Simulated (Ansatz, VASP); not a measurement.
**Two plane-wave programs on ScAl2**

File INCAR:

```
PREC = Accurate
ENCUT = 520
EDIFF = 1E-7
ISMEAR = -1
SIGMA = 0.5
LREAL = F
LASPH = T
NELM = 60
ALGO = Normal
ISIF = 2
LWAVE = F
LCHARG = F
GGA = PS
NBANDS = 26
```

The input KPOINTS:

```
regular mesh
0
Gamma
  8 8 8
```

File POSCAR:

```
ScAl2
1.0
    0.0000000000      3.7776526849      3.7776526849
    3.7776526849      0.0000000000      3.7776526849
    3.7776526849      3.7776526849      0.0000000000
Sc Al
2 4
Direct
    0.5000000000      0.5000000000      0.5000000000
    0.7500000000      0.7500000000      0.7500000000
    0.1250000000      0.1250000000      0.1250000000
    0.6250000000      0.1250000000      0.1250000000
    0.1250000000      0.6250000000      0.1250000000
    0.1250000000      0.1250000000      0.6250000000
```

Input for Ansatz:

```yaml
crystal:
  lattice:
    - [0.0, 3.7776526849, 3.7776526849]
    - [3.7776526849, 0.0, 3.7776526849]
    - [3.7776526849, 3.7776526849, 0.0]
  atoms:
    - { symbol: Sc, position: [0.5, 0.5, 0.5] }
    - { symbol: Sc, position: [0.75, 0.75, 0.75] }
    - { symbol: Al, position: [0.125, 0.125, 0.125] }
    - { symbol: Al, position: [0.625, 0.125, 0.125] }
    - { symbol: Al, position: [0.125, 0.625, 0.125] }
    - { symbol: Al, position: [0.125, 0.125, 0.625] }
basis:
  ecutwfc: 420
kpoints:
  mp_grid: { grid: [8, 8, 8] }
hamiltonian:
  xc: pbesol
scf:
  occupations: { method: fermi_dirac, width: 0.5 }
output:
  forces: true
  stress: true
  eigenvalues: true
```

Alike in both runs: task single point; functional PBEsol; k mesh 8 × 8 × 8; occupations fermi-dirac, width 0.5 eV; no spin polarisation.

```csv
,VASP,Ansatz
version,VASP 6.6.1,Ansatz 0.2.0
potentials or method,"VASP PAW PBE potentials, release 64 (Sc_sv, Al), cutoff 520 eV","scalar-relativistic, plane waves, PAW"
valence electrons in the cell,34,34
```

|  | VASP | Ansatz | Ansatz less VASP |
| --- | --- | --- | --- |
| gap on the k mesh at the Fermi level (eV) | none | none | - |
| pressure (GPa) | 0.6 | 0.5 | -0.11 |

VASP's potentials were made for PBE, not for PBEsol. A gap of «none» marks a metal or a gap that the smearing closes.
